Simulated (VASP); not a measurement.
# Mg4Zn3S3 (an interface model) in VASP: a series of runs

Runs on Mg4Zn3S3 (an interface model). Level: LDA. Tasks: single point.

Program: VASP 6.6.1. These are calculated values, not measurements. Logs are shortened: lines on timing, memory, paths and dates and some standing lists are left out, and cuts for length are marked.

**1. The cell of the first run**

The cell holds layers of an interface, 20 atoms: a = 5.297 Å, b = 5.297 Å, c = 15.467 Å, α = 90.00°, β = 90.00°, γ = 90.00°.

**2. Single point, LDA**

INCAR

```
ALGO = Normal
EDIFF = 1E-7
ENCUT = 520
ISIF = 2
ISMEAR = 0
LASPH = T
LCHARG = F
LREAL = Auto
LWAVE = F
NBANDS = 78
NELM = 60
PREC = Accurate
SIGMA = 0.1
```

KPOINTS

```
k-points
0
Gamma
  7 7 2
```

POSCAR

```
Mg4Zn3S3
1.0
    5.2968478620      0.0000000000      0.0000000000
    0.0000000000      5.2968478620      0.0000000000
    0.0000000000      0.0000000000     15.4666069296
S Zn Mg
6 6 8
Direct
    0.2647330559      0.2253580773      0.0243813565
   -0.2249446071      0.7370740751      0.0212258238
   -0.2089776163      0.2537436038      0.1918371361
   -0.7067422191      0.7524097002      0.1969672705
   -0.6994302404      0.2716497549      0.3676342351
   -1.1856759869      0.7607586109      0.3651760871
   -0.4613238018     -0.0048079488      0.1090944757
    0.0431250504      0.5087669498      0.1086238184
   -0.9517603198      0.0234968268      0.2795729242
   -0.4402703392      0.5063521300      0.2806248233
   -1.5273451132     -0.0729936827      0.4361164868
   -0.8737047717      0.5869031253      0.4563412843
   -1.1145861610      0.4624340288      0.6011001804
   -0.6435370295      0.7975464493      0.5945007121
   -1.0876382734     -0.0180879203      0.7090510300
   -0.5856972965      0.3111970166      0.6999371832
   -1.0501280307     -0.5169161147      0.8020255469
   -0.5748232989     -0.1788862188      0.7904452771
   -0.9987468637     -1.0017726359      0.9180603681
   -0.4725261373     -0.5480125636      0.9282911650
```

Potentials or basis: VASP PAW LDA potentials, release 64 (S, Zn, Mg).

Started as:

```console
$ cat potpaw_LDA.64/S/POTCAR potpaw_LDA.64/Zn/POTCAR potpaw_LDA.64/Mg/POTCAR > POTCAR
$ mpirun -np 1 vasp_std > vasp.out
```

OUTCAR:

```text
EDIFF = 1E-7
   ENCUT = 520
   ISIF = 2
   ISMEAR = 0
   LASPH = T
   LREAL = Auto
   NELM = 60
   PREC = Accurate

 ion  position               nearest neighbor table
   1  0.265  0.225  0.024-   7 2.30   8 2.31  20 2.36  19 2.47
   2  0.775  0.737  0.021-   7 2.30   8 2.30  19 2.43  20 2.46
   3  0.791  0.254  0.192-  10 2.28   9 2.28   8 2.29   7 2.30
   4  0.293  0.752  0.197-   7 2.28   8 2.30  10 2.32   9 2.32
   5  0.301  0.272  0.368-  10 2.29  11 2.30   9 2.32  12 2.35
   6  0.814  0.761  0.365-   9 2.29  11 2.29  10 2.31  12 2.36
   7  0.539  0.995  0.109-   4 2.28   2 2.30   3 2.30   1 2.30
   8  0.043  0.509  0.109-   3 2.29   4 2.30   2 2.30   1 2.31
   9  0.048  0.023  0.280-   3 2.28   6 2.29   5 2.32   4 2.32
  10  0.560  0.506  0.281-   3 2.28   5 2.29   6 2.31   4 2.32
  11  0.473  0.927  0.436-   6 2.29   5 2.30  12 2.59  14 2.62
  12  0.126  0.587  0.456-   5 2.35   6 2.36  11 2.59  13 2.66  14 2.70
  13  0.885  0.462  0.601-  12 2.66  16 3.03  15 3.05  14 3.06  17 3.13  15 3.22  16 3.29  14 3.32

  14  0.356  0.798  0.595-  11 2.62  12 2.70  18 3.05  13 3.06  16 3.06  15 3.10  16 3.19  13 3.32
                            15 3.57
  15  0.912  0.982  0.709-  18 2.99  17 3.01  17 3.03  13 3.05  14 3.10  18 3.11  16 3.17  16 3.18
                            13 3.22  19 3.27  14 3.57
  16  0.414  0.311  0.700-  18 2.95  13 3.03  18 3.04  17 3.06  14 3.06  15 3.17  15 3.18  14 3.19
                            13 3.29  17 3.37
  17  0.950  0.483  0.802-  20 2.97  15 3.01  15 3.03  16 3.06  18 3.09  13 3.13  19 3.14  19 3.28
                            18 3.31  16 3.37  20 3.63
  18  0.425  0.821  0.790-  20 2.94  16 2.95  15 2.99  16 3.04  14 3.05  17 3.09  15 3.11  19 3.13
                            17 3.31
  19  0.001  0.998  0.918-   2 2.43   1 2.47  18 3.13  17 3.14  15 3.27  17 3.28  20 3.48
  20  0.527  0.452  0.928-   1 2.36   2 2.46  18 2.94  17 2.97  19 3.48  17 3.63

  LATTYP: Found a simple tetragonal cell.
 ALAT       =     5.2968478620
 C/A-ratio  =     2.9199643510

  Lattice vectors:

 A1 = (   5.2968478620,   0.0000000000,   0.0000000000)
 A2 = (   0.0000000000,   5.2968478620,   0.0000000000)
 A3 = (   0.0000000000,   0.0000000000,  15.4666069296)

Analysis of symmetry for initial positions (statically):
=====================================================================
 Subroutine PRICEL returns:
 Original cell was already a primitive cell.

 Routine SETGRP: Setting up the symmetry group for a
 simple tetragonal supercell.

 Subroutine GETGRP returns: Found  1 space group operations
 (whereof  1 operations were pure point group operations)
 out of a pool of 16 trial point group operations.

The static configuration has the point symmetry C_1 .

Analysis of symmetry for dynamics (positions and initial velocities):
=====================================================================
 Subroutine PRICEL returns:
 Original cell was already a primitive cell.

 Routine SETGRP: Setting up the symmetry group for a
 simple tetragonal supercell.

 Subroutine GETGRP returns: Found  1 space group operations
 (whereof  1 operations were pure point group operations)
 out of a pool of 16 trial point group operations.

The dynamic configuration has the point symmetry C_1 .

 Subroutine INISYM returns: Found  1 space group operations
 (whereof  1 operations are pure point group operations),
 and found     1 'primitive' translations

----------------------------------------------------------------------------------------

                                     Primitive cell

  volume of cell :     433.9404

  direct lattice vectors                    reciprocal lattice vectors
     5.296847862  0.000000000  0.000000000     0.188791528  0.000000000  0.000000000
     0.000000000  5.296847862  0.000000000     0.000000000  0.188791528  0.000000000
     0.000000000  0.000000000 15.466606930     0.000000000  0.000000000  0.064655422

  length of vectors
     5.296847862  5.296847862 15.466606930     0.188791528  0.188791528  0.064655422

  position of ions in fractional coordinates (direct lattice)
     0.264733056  0.225358077  0.024381357
     0.775055393  0.737074075  0.021225824
     0.791022384  0.253743604  0.191837136
     0.293257781  0.752409700  0.196967270
     0.300569760  0.271649755  0.367634235
     0.814324013  0.760758611  0.365176087
[... 12 lines left out ...]
     0.001253136  0.998227364  0.918060368
     0.527473863  0.451987436  0.928291165

  ion indices of the primitive-cell ions
   primitive index   ion index
                 1           1
                 2           2
                 3           3
                 4           4
                 5           5
                 6           6
[... 12 lines left out ...]
                19          19
                20          20

----------------------------------------------------------------------------------------

 KPOINTS: k-points

Automatic generation of k-mesh.
 Grid dimensions read from file:
 generate k-points for:    7    7    2

 Generating k-lattice:

  Cartesian coordinates                     Fractional coordinates (reciprocal lattice)
     0.026970218  0.000000000  0.000000000     0.142857143  0.000000000  0.000000000
     0.000000000  0.026970218  0.000000000     0.000000000  0.142857143  0.000000000
     0.000000000  0.000000000  0.032327711     0.000000000  0.000000000  0.500000000

  Length of vectors
     0.026970218  0.026970218  0.032327711

  Shift w.r.t. Gamma in fractional coordinates (k-lattice)
     0.000000000  0.000000000  0.000000000

 Subroutine IBZKPT returns following result:
 ===========================================

 Found     50 irreducible k-points:

 Following reciprocal coordinates:
            Coordinates               Weight
  0.000000  0.000000  0.000000      1.000000
  0.142857  0.000000  0.000000      2.000000
  0.000000  0.142857  0.000000      2.000000
  0.285714  0.000000  0.000000      2.000000
  0.000000  0.285714  0.000000      2.000000
  0.428571  0.000000  0.000000      2.000000
[... 16 lines left out ...]
  0.285714  0.428571  0.000000      2.000000
  0.428571  0.428571  0.000000      2.000000
 [... further k-points ...]
   k-points           NKPTS =     50   k-points in BZ     NKDIM =     50   number of bands    NBANDS=     78
   number of dos      NEDOS =    301   number of ions     NIONS =     20
   total plane-waves  NPLWV = 192000
   dimension x,y,z NGX =    40 NGY =   40 NGZ =  120
   dimension x,y,z NGXF=    80 NGYF=   80 NGZF=  240
   ions per type =               6   6   8
   NGX,Y,Z   is equivalent  to a cutoff of  12.55, 12.55, 12.90 a.u.
   NGXF,Y,Z  is equivalent  to a cutoff of  25.11, 25.11, 25.80 a.u.
 SYSTEM =  unknown system
   PREC   = accura    normal or accurate (medium, high low for compatibility)
   ISTART =      0    job   : 0-new  1-cont  2-samecut
   ICHARG =      2    charge: 1-file 2-atom 10-const
   ISPIN  =      1    spin polarized calculation?
   LNONCOLLINEAR =      F non collinear calculations
   LSORBIT =      F    spin-orbit coupling
   LASPH  =      T    aspherical Exc in radial PAW
   ENCUT  =  520.0 eV  38.22 Ry    6.18 a.u.   9.85  9.85 28.76*2*pi/ulx,y,z
   NELM   =     60;   NELMIN=  2; NELMDL= -5     # of ELM steps
   EDIFF  = 0.1E-06   stopping-criterion for ELM
   LREAL  =      T    real-space projection
   EDIFFG = 0.1E-05   stopping-criterion for IOM
   NSW    =      0    number of steps for IOM
   IBRION =     -1    ionic relax: 0-MD 1-quasi-New 2-CG
   NFREE  =      0    steps in history (QN), initial steepest desc. (CG)
   ISIF   =      2    stress and relaxation
   ISYM   =      2    0-nonsym 1-usesym 2-fastsym
   POTIM  = 0.5000    time-step for ionic-motion
   TEBEG  =    0.0;   TEEND  =   0.0 temperature during run
   PSTRESS=    0.0 pullay stress
   NELECT =     124.0000    total number of electrons
   NUPDOWN=      -1.0000    fix difference up-down
   EMIN   =  10.00;   EMAX   =-10.00  energy-range for DOS
   EFERMI =   0.00;   METHOD = LEGACY
   ISMEAR =     0;   SIGMA  =   0.10  broadening in eV -4-tet -1-fermi 0-gaus
   EFERMI_NEDOS =   21; number of points for ismear=-14 and -15
   IALGO  =     38    algorithm
   IMIX   =      4    mixing-type and parameters
     AMIX     =   0.40;   BMIX     =  1.00
     AMIX_MAG =   1.60;   BMIX_MAG =  1.00
  volume/ion in A,a.u.               =      21.70       146.42
  Fermi-wavevector in a.u.,A,eV,Ry     =   1.078298  2.037687 15.819849  1.162726
  Thomas-Fermi vector in A             =   2.214233
   LORBIT       =      0    0 simple, 1 ext, 2 COOP (PROOUT), +10 PAW based schemes
   GGA     = CA    functional components
   LHFCALC =     F    Hartree Fock is set to
   AEXX    =    0.0000 exact exchange contribution
   IVDW    =     0    specifies the selected vdW correction
   LEPSILON=     F    determine dielectric tensor
   LRPA    =     F    only Hartree local field effects (RPA)
 non-spin polarized calculation
 Gauss-broadening in eV      SIGMA  =   0.10
  energy-cutoff  :      520.00
  volume of cell :      433.94
 maximum number of plane-waves:     11710
   NGX = 19   NGY = 19   NGZ = 57

 number of electron     124.0000025 magnetization

 Free energy of the ion-electron system (eV)
  ---------------------------------------------------
  ext. energy  EPLUGINS =         0.00000000
  ---------------------------------------------------
  free energy    TOTEN  =       -61.67336092 eV

  energy without entropy =      -61.65777095  energy(sigma->0) =      -61.66556593

 E-fermi :   2.6396     XC(G=0):  -9.2430

 val. band max:        2.6335512370   @ k =   0.2857   0.1429   0.0000
 cond. band min:       2.6426784680   @ k =  -0.1429   0.1429   0.5000
 fundamental gap:      0.0091272310
 Fermi energy:         2.6396355607

 k-point     1 :       0.0000    0.0000    0.0000
  band No.  band energies     occupation
      1     -11.7855      2.00000
      2     -11.1823      2.00000
      3     -10.6968      2.00000
      4     -10.6066      2.00000
      5     -10.4813      2.00000
      6     -10.2529      2.00000
[... 66 lines left out ...]
     73       5.5127      0.00000
     74       5.5837      0.00000
[... 1769 lines left out ...]
     73       6.1856      0.00000
     74       6.8752      0.00000

 [... further k-points ...]

 [bands above 74 left out]

------------------------ aborting loop because EDIFF is reached ----------------------------------------

  FORCE on cell =-STRESS in cart. coord.  units (eV):
  Direction    XX          YY          ZZ          XY          YZ          ZX
  --------------------------------------------------------------------------------------
  -------------------------------------------------------------------------------------
  Total       -3.5950809     -1.1360859     -0.5129115      0.6122503     -3.9128238     -4.1488374
  in kB      -13.2736145     -4.1946112     -1.8937514      2.2605262    -14.4467721    -15.3181725
  external PRESSURE =      -6.4539924 kB  Pullay stress =       0.0000000 kB

 VOLUME and BASIS-vectors are now :
 -----------------------------------------------------------------------------
  energy-cutoff  :      520.00
  volume of cell :      433.94
      direct lattice vectors                 reciprocal lattice vectors
     5.296847862  0.000000000  0.000000000     0.188791528  0.000000000  0.000000000
     0.000000000  5.296847862  0.000000000     0.000000000  0.188791528  0.000000000
     0.000000000  0.000000000 15.466606930     0.000000000  0.000000000  0.064655422

 POSITION                                       TOTAL-FORCE (eV/Angst)
 -----------------------------------------------------------------------------------
      1.40225      1.19369      0.37710        -0.006052     -0.006277     -0.040438
      4.10535      3.90417      0.32829         0.002700     -0.000723     -0.052191
      4.18993      1.34404      2.96707         0.002830     -0.004662     -0.009771
      1.55334      3.98540      3.04642         0.000686      0.004811     -0.001127
      1.59207      1.43889      5.68605         0.002627     -0.002027      0.006352
      4.31335      4.02962      5.64803         0.003578     -0.002258      0.014045
[... 12 lines left out ...]
      0.00664      5.28746     14.19928        -0.003211     -0.001327      0.050864
      2.79395      2.39411     14.35751         0.003799      0.006987      0.043794
 -----------------------------------------------------------------------------------
    total drift:                                0.006785      0.005375     -0.001055

  FREE ENERGIE OF THE ION-ELECTRON SYSTEM (eV)
  ---------------------------------------------------
  free  energy   TOTEN  =       -61.6733609197 eV

  energy  without entropy=      -61.6577709492  energy(sigma->0) =      -61.66556593
```

Wall time 1.5 h (1 thread of Intel Xeon 8259CL, shared host); peak memory 1.1 GiB.

What came out:

```yaml
Free_energy: -61.6734 eV
Pressure: -0.6 GPa
Largest_force: 0.052 eV/Å
Band_gap_on_the_k_mesh: zero (bands 62 and 63 overlap by 0.74 eV)
```

Forces on the atoms (eV/Å):
```
S   -0.006 -0.006 -0.040
S    0.003 -0.001 -0.052
S    0.003 -0.005 -0.010
S    0.001  0.005 -0.001
S    0.003 -0.002  0.006
S    0.004 -0.002  0.014
Zn  -0.001 -0.003 -0.043
Zn  -0.004  0.000 -0.049
Zn   0.002  0.003 -0.005
Zn   0.004  0.001 -0.001
Zn   0.009  0.001  0.033
Zn  -0.007 -0.001  0.048
Mg  -0.004  0.007 -0.009
Mg   0.001 -0.004  0.011
Mg  -0.002 -0.001  0.000
Mg  -0.004  0.005 -0.004
Mg   0.001 -0.001  0.002
Mg  -0.003  0.000  0.004
Mg  -0.003 -0.001  0.051
Mg   0.004  0.007  0.044
```

(Part 1 of 2 ends here.)
